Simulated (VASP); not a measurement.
Set up this calculation in VASP 6.6.1, as the native input.

| Quantity | Value |
| --- | --- |
| Task | single point |
| Functional | PBEsol |
| Potentials or basis | VASP PAW PBE potentials, release 64 (Be) |
| Cutoff | 520 eV |
| k mesh | 9 × 9 × 14 |
| Occupations | fermi-dirac, width 0.05 eV |
| Spin | no spin polarisation |
| Dipole correction | no |
| Further INCAR settings | ALGO = Normal; EDIFF = 1e-07; NBANDS = 12 |

The structure of Be lies in POSCAR:

```
Be
1.0
    3.6961751708      0.0000000000      0.0000000000
    0.0000000000      3.6961751708      0.0000000000
    0.0000000000      0.0000000000      2.2504481124
Be
4
Direct
    0.2974080000      0.2974080000      0.0000000000
    0.7025920000      0.7025920000      0.0000000000
    0.2025920000      0.7974080000      0.5000000000
    0.7974080000      0.2025920000      0.5000000000
```

This cell differs from its parent crystal: volume scaled by 0.96.

The input as run:

INCAR

```
SYSTEM = Be
PREC     = Accurate       ! precision mode
ENCUT    = 520            ! plane-wave cutoff, eV
EDIFF    = 1E-7           ! SCF threshold, eV
ISMEAR   = -1             ! smearing method
SIGMA    = 0.05           ! smearing width, eV
LREAL    = .False.        ! projectors in reciprocal space
LASPH    = .True.         ! aspherical terms in the spheres
NELM     = 80             ! most SCF steps
ALGO     = Normal         ! electronic algorithm
ISIF     = 2              ! what is computed and relaxed
LWAVE    = .False.        ! write WAVECAR
LCHARG   = .True.         ! write CHGCAR
GGA      = PS             ! functional
LELF     = .True.         ! ELF
LVHAR    = .True.       
NBANDS   = 12             ! bands
```

KPOINTS

```
regular mesh
0
Gamma
  9 9 14
  0 0 0
```

Potentials or basis: VASP PAW PBE potentials, release 64 (Be).

Launch:

```console
$ cat potpaw_PBE.64/Be/POTCAR > POTCAR
$ mpirun -np 1 vasp_std > vasp.out
```

Results of the run:

* Pressure: 4.4 GPa
* Largest force: 0.028 eV/Å
* Band gap on the k mesh: zero (band 4 reaches 8.14 eV, above the bottom of band 5 at 6.16 eV)

Caveat: the PAW data sets were made with another functional, which shifts forces and pressure a little.

Run time: 21 s on 1 thread of Intel(R) Xeon(R) Platinum 8259CL CPU @ 2.50GHz (Skylake/Cascade Lake) (shared host), peak memory 0.15 GiB.
